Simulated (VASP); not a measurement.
# CdSe (Cadmoselite) (Cmc2_1) in VASP: further runs

The runs below take CdSe (Cadmoselite) through single point, with PBE.

All numbers are computed with VASP 6.6.1; they aren't measurements. Logs are shortened: lines on timing, memory, paths and dates and some standing lists are left out, and cuts for length are marked.

## Step 1: The cell of the first run

It takes space group Cmc2_1 (No. 36, orthorhombic). Conventional cell: a = 4.400 Å, b = 7.518 Å, c = 7.077 Å, α = 90.00°, β = 90.00°, γ = 90.00°. Within 3.5 Å of Cd (site symmetry m) lie 4 Se at 2.67 Å. Within 3.5 Å of Se (site symmetry m) lie 4 Cd at 2.67 Å.

## Step 2: Single point, PBE (uniaxial x strain +1.4%)

Input file INCAR:

```
  ALGO = Normal
  EDIFF = 1E-6
  ENCUT = 520
  GGA = PE
  ISIF = 2
  ISMEAR = -1
  LASPH = T
  LCHARG = T
  LELF = T
  LREAL = F
  LVHAR = T
  LWAVE = F
  NBANDS = 26
  NELM = 80
  PREC = Accurate
  SIGMA = 0.02
```

Input file KPOINTS:

```
k-points
0
Gamma
  12 12 4
```

Input file POSCAR:

```
CdSe
1.0
    4.4001862812      0.0000000000      0.0000000000
   -2.2000931406      3.7591724385      0.0000000000
    0.0000000000      0.0000000000      7.0766648688
Cd Se
2 2
Direct
    0.3337845341      0.6675690682      0.0037877876
    0.6662154659      0.3324309318      0.5037877876
    0.3309629310      0.6619258620      0.3812122124
    0.6690370690      0.3380741380      0.8812122124
```

Potentials or basis: VASP PAW PBE potentials, release 64 (Cd, Se).

Started as:

```console
$ cat potpaw_PBE.64/Cd/POTCAR potpaw_PBE.64/Se/POTCAR > POTCAR
$ mpirun -np 1 vasp_std > vasp.out
```

OUTCAR:

```text
EDIFF = 1E-6
   ENCUT = 520
   GGA = PE
   ISIF = 2
   ISMEAR = -1
   LASPH = T
   LREAL = F
   NELM = 80
   PREC = Accurate

 ion  position               nearest neighbor table
   1  0.334  0.668  0.004-   4 2.67   4 2.67   4 2.67   3 2.67
   2  0.666  0.332  0.504-   3 2.67   3 2.67   3 2.67   4 2.67
   3  0.331  0.662  0.381-   2 2.67   2 2.67   2 2.67   1 2.67
   4  0.669  0.338  0.881-   1 2.67   1 2.67   1 2.67   2 2.67

  Warning from LATTYP: Monoclinic adjustment (A1->A3, A2->A1, A3->A2)!
  LATTYP: Found a base centered orthorhombic cell.
 ALAT       =     4.4001862812
 B/A-ratio  =     1.7086424066
 C/A-ratio  =     1.6082648362

  Lattice vectors:

 A1 = (   2.2000931406,  -3.7591724385,   0.0000000000)
 A2 = (   2.2000931406,   3.7591724385,   0.0000000000)
 A3 = (   0.0000000000,   0.0000000000,   7.0766648688)

Analysis of symmetry for initial positions (statically):
=====================================================================
 Subroutine PRICEL returns:
 Original cell was already a primitive cell.

 Routine SETGRP: Setting up the symmetry group for a
 base centered orthorhombic supercell.

 Subroutine GETGRP returns: Found  4 space group operations
 (whereof  2 operations were pure point group operations)
 out of a pool of  8 trial point group operations.

The static configuration has the point symmetry C_1h.
 The point group associated with its full space group is C_2v.

Analysis of symmetry for dynamics (positions and initial velocities):
=====================================================================
 Subroutine PRICEL returns:
 Original cell was already a primitive cell.

 Routine SETGRP: Setting up the symmetry group for a
 base centered orthorhombic supercell.

 Subroutine GETGRP returns: Found  4 space group operations
 (whereof  2 operations were pure point group operations)
 out of a pool of  8 trial point group operations.

The dynamic configuration has the point symmetry C_1h.
 The point group associated with its full space group is C_2v.

 Subroutine INISYM returns: Found  4 space group operations
 (whereof  2 operations are pure point group operations),
 and found     1 'primitive' translations

----------------------------------------------------------------------------------------

                                     Primitive cell

  volume of cell :     117.0555

  direct lattice vectors                    reciprocal lattice vectors
     4.400186281  0.000000000  0.000000000     0.227263106  0.133007998  0.000000000
    -2.200093141  3.759172438  0.000000000     0.000000000  0.266015996  0.000000000
     0.000000000  0.000000000  7.076664869     0.000000000  0.000000000  0.141309504

  length of vectors
     4.400186281  4.355661517  7.076664869     0.263324224  0.266015996  0.141309504

  position of ions in fractional coordinates (direct lattice)
     0.333784534  0.667569068  0.003787788
     0.666215466  0.332430932  0.503787788
     0.330962931  0.661925862  0.381212212
     0.669037069  0.338074138  0.881212212

  ion indices of the primitive-cell ions
   primitive index   ion index
                 1           1
                 2           2
                 3           3
                 4           4

----------------------------------------------------------------------------------------

 KPOINTS: k-points

Automatic generation of k-mesh.
 Grid dimensions read from file:
 generate k-points for:   12   12    4

 Generating k-lattice:

  Cartesian coordinates                     Fractional coordinates (reciprocal lattice)
     0.018938592  0.011084000  0.000000000     0.083333333  0.000000000  0.000000000
     0.000000000  0.022168000  0.000000000     0.000000000  0.083333333  0.000000000
     0.000000000  0.000000000  0.035327376     0.000000000  0.000000000  0.250000000

  Length of vectors
     0.021943685  0.022168000  0.035327376

  Shift w.r.t. Gamma in fractional coordinates (k-lattice)
     0.000000000  0.000000000  0.000000000

 Subroutine IBZKPT returns following result:
 ===========================================

 Found    129 irreducible k-points:

 Following reciprocal coordinates:
            Coordinates               Weight
  0.000000  0.000000  0.000000      1.000000
  0.083333 -0.000000  0.000000      4.000000
  0.166667 -0.000000  0.000000      4.000000
  0.250000 -0.000000  0.000000      4.000000
  0.333333 -0.000000  0.000000      4.000000
  0.416667  0.000000  0.000000      4.000000
[... 16 lines left out ...]
  0.333333  0.166667  0.000000      4.000000
  0.416667  0.166667  0.000000      4.000000
 [... further k-points ...]
   k-points           NKPTS =    129   k-points in BZ     NKDIM =    129   number of bands    NBANDS=     26
   number of dos      NEDOS =    301   number of ions     NIONS =      4
   total plane-waves  NPLWV =  62208
   dimension x,y,z NGX =    36 NGY =   32 NGZ =   54
   dimension x,y,z NGXF=    72 NGYF=   64 NGZF=  108
   ions per type =               2   2
   NGX,Y,Z   is equivalent  to a cutoff of  13.60, 12.21, 12.69 a.u.
   NGXF,Y,Z  is equivalent  to a cutoff of  27.20, 24.43, 25.37 a.u.
 SYSTEM =  unknown system
   PREC   = accura    normal or accurate (medium, high low for compatibility)
   ISTART =      0    job   : 0-new  1-cont  2-samecut
   ICHARG =      2    charge: 1-file 2-atom 10-const
   ISPIN  =      1    spin polarized calculation?
   LNONCOLLINEAR =      F non collinear calculations
   LSORBIT =      F    spin-orbit coupling
   LASPH  =      T    aspherical Exc in radial PAW
   ENCUT  =  520.0 eV  38.22 Ry    6.18 a.u.   8.18  8.10 13.16*2*pi/ulx,y,z
   NELM   =     80;   NELMIN=  2; NELMDL= -5     # of ELM steps
   EDIFF  = 0.1E-05   stopping-criterion for ELM
   LREAL  =      F    real-space projection
   EDIFFG = 0.1E-04   stopping-criterion for IOM
   NSW    =      0    number of steps for IOM
   IBRION =     -1    ionic relax: 0-MD 1-quasi-New 2-CG
   NFREE  =      0    steps in history (QN), initial steepest desc. (CG)
   ISIF   =      2    stress and relaxation
   ISYM   =      2    0-nonsym 1-usesym 2-fastsym
   POTIM  = 0.5000    time-step for ionic-motion
   TEBEG  =    0.0;   TEEND  =   0.0 temperature during run
   PSTRESS=    0.0 pullay stress
   NELECT =      36.0000    total number of electrons
   NUPDOWN=      -1.0000    fix difference up-down
   EMIN   =  10.00;   EMAX   =-10.00  energy-range for DOS
   EFERMI =   0.00;   METHOD = LEGACY
   ISMEAR =    -1;   SIGMA  =   0.02  broadening in eV -4-tet -1-fermi 0-gaus
   EFERMI_NEDOS =   21; number of points for ismear=-14 and -15
   IALGO  =     38    algorithm
   IMIX   =      4    mixing-type and parameters
     AMIX     =   0.40;   BMIX     =  1.00
     AMIX_MAG =   1.60;   BMIX_MAG =  1.00
  volume/ion in A,a.u.               =      29.26       197.48
  Fermi-wavevector in a.u.,A,eV,Ry     =   1.105041  2.088225 16.614283  1.221115
  Thomas-Fermi vector in A             =   2.241522
   LORBIT       =      0    0 simple, 1 ext, 2 COOP (PROOUT), +10 PAW based schemes
   GGA     = PE    functional components
   LHFCALC =     F    Hartree Fock is set to
   AEXX    =    0.0000 exact exchange contribution
   IVDW    =     0    specifies the selected vdW correction
   LEPSILON=     F    determine dielectric tensor
   LRPA    =     F    only Hartree local field effects (RPA)
 non-spin polarized calculation
  energy-cutoff  :      520.00
  volume of cell :      117.06
 maximum number of plane-waves:      3176
 NGX is ok and might be reduce to    36
   NGX = 17   NGY = 17   NGZ = 27

 number of electron      35.9999995 magnetization

 Free energy of the ion-electron system (eV)
  ---------------------------------------------------
  ext. energy  EPLUGINS =         0.00000000
  ---------------------------------------------------
  free energy    TOTEN  =       -10.98568267 eV

  energy without entropy =      -10.98568266  energy(sigma->0) =      -10.98568266

 E-fermi :   0.9400     XC(G=0):  -8.7006

 val. band max:        0.6509517597   @ k =   0.0000   0.0000   0.0000
 cond. band min:       1.2193425718   @ k =   0.0000   0.0000   0.0000
 fundamental gap:      0.5683908121
 Fermi energy:         0.9399869874

 k-point     1 :       0.0000    0.0000    0.0000
  band No.  band energies     occupation
      1     -11.7463      2.00000
      2     -11.3988      2.00000
      3      -7.1610      2.00000
      4      -7.1599      2.00000
      5      -7.1566      2.00000
      6      -7.1001      2.00000
[... 18 lines left out ...]
     25       7.6071      0.00000
     26       8.2525      0.00000

 k-point     2 :       0.0833   -0.0000    0.0000
  band No.  band energies     occupation
      1     -11.7266      2.00000
      2     -11.3899      2.00000
      3      -7.1570      2.00000
      4      -7.1503      2.00000
      5      -7.1415      2.00000
      6      -7.0911      2.00000
[... 18 lines left out ...]
     25       7.7609      0.00000
     26       8.1279      0.00000

 k-point     3 :       0.1667   -0.0000    0.0000
  band No.  band energies     occupation
      1     -11.6719      2.00000
      2     -11.3664      2.00000
      3      -7.1397      2.00000
      4      -7.1318      2.00000
      5      -7.0964      2.00000
      6      -7.0639      2.00000
[... 18 lines left out ...]
     25       7.8484      0.00000
     26       8.2018      0.00000

 k-point     4 :       0.2500   -0.0000    0.0000
  band No.  band energies     occupation
      1     -11.5937      2.00000
      2     -11.3369      2.00000
      3      -7.1186      2.00000
      4      -7.1092      2.00000
      5      -7.0381      2.00000
      6      -7.0254      2.00000
[... 18 lines left out ...]
     25       7.9811      0.00000
     26       8.5700      0.00000
[... 496 lines left out ...]
      1     -11.4752      2.00000
      2     -11.3043      2.00000
      3      -7.0979      2.00000
      4      -7.0762      2.00000
      5      -6.9935      2.00000
      6      -6.9831      2.00000
[... 18 lines left out ...]
     25       8.2872      0.00000
     26       8.9696      0.00000

 k-point    23 :       0.3333    0.1667    0.0000
  band No.  band energies     occupation
      1     -11.4118      2.00000
      2     -11.2998      2.00000
      3      -7.0947      2.00000
      4      -7.0592      2.00000
      5      -6.9710      2.00000
      6      -6.9592      2.00000
[... 18 lines left out ...]
     25       8.3765      0.00000
     26       9.0379      0.00000

 k-point    24 :       0.4167    0.1667    0.0000
  band No.  band energies     occupation
      1     -11.3842      2.00000
      2     -11.3035      2.00000
      3      -7.0943      2.00000
      4      -7.0534      2.00000
      5      -6.9613      2.00000
      6      -6.9490      2.00000
[... 18 lines left out ...]
     25       8.7396      0.00000
     26       9.4165      0.00000

 [... further k-points ...]
[... 5 lines left out ...]
  --------------------------------------------------------------------------------------
  -------------------------------------------------------------------------------------
  Total        0.5388387      0.8050197      0.9254815      0.0000000      0.0000000      0.0000000
  in kB        7.3752609     11.0185684     12.6673678      0.0000000      0.0000000      0.0000000
  external PRESSURE =      10.3537324 kB  Pullay stress =       0.0000000 kB

 VOLUME and BASIS-vectors are now :
 -----------------------------------------------------------------------------
  energy-cutoff  :      520.00
  volume of cell :      117.06
      direct lattice vectors                 reciprocal lattice vectors
     4.400186281  0.000000000  0.000000000     0.227263106  0.133007998  0.000000000
    -2.200093141  3.759172438  0.000000000     0.000000000  0.266015996  0.000000000
     0.000000000  0.000000000  7.076664869     0.000000000  0.000000000  0.141309504

 POSITION                                       TOTAL-FORCE (eV/Angst)
 -----------------------------------------------------------------------------------
     -0.00000      2.50951      0.02680        -0.000000     -0.000033      0.000325
      2.20009      1.24967      3.56514         0.000000      0.000033      0.000325
      0.00000      2.48829      2.69771         0.000000     -0.001305     -0.000325
      2.20009      1.27088      6.23604        -0.000000      0.001305     -0.000325
 -----------------------------------------------------------------------------------
    total drift:                                0.000000     -0.000000     -0.000784

  FREE ENERGIE OF THE ION-ELECTRON SYSTEM (eV)
  ---------------------------------------------------
  free  energy   TOTEN  =       -10.9856826657 eV

  energy  without entropy=      -10.9856826638  energy(sigma->0) =      -10.98568266
```

Wall time 2.8 min (1 thread of Intel Xeon 6975P-C (Granite Rapids), shared host); peak memory 0.49 GiB.

Results:

```yaml
Free_energy: -10.9857 eV
Pressure: 1.0 GPa
Band_gap_on_the_k_mesh: 0.57 eV, direct
```

Stress tensor (GPa, compression positive):
```
0.74 0.00 0.00
0.00 1.10 0.00
0.00 0.00 1.27
```

Levels at points of the mesh, in eV from the valence-band top:
| k point | band 16 | band 17 | band 18 | band 19 | band 20 | band 21 |
| --- | --- | --- | --- | --- | --- | --- |
| (0.00, 0.00, 0.00) | -0.04 | -0.04 | 0.00 | 0.57 | 2.09 | 5.76 |
| (0.50, 0.00, 0.00) | -1.73 | -1.25 | -0.70 | 3.17 | 3.33 | 4.83 |
| (0.00, 0.50, 0.00) | -1.81 | -1.21 | -0.77 | 3.06 | 3.20 | 4.74 |
| (0.00, 0.00, 0.50) | -0.43 | -0.37 | -0.37 | 2.27 | 2.27 | 5.79 |
| (0.50, 0.00, 0.50) | -1.27 | -1.25 | -1.25 | 2.92 | 2.92 | 4.84 |
| (0.00, 0.50, 0.50) | -1.33 | -1.26 | -1.26 | 2.90 | 2.90 | 4.80 |

Caveat: the cell differs from its parent crystal (uniaxial x strain +1.4%).

(Part 1 of 2 ends here.)
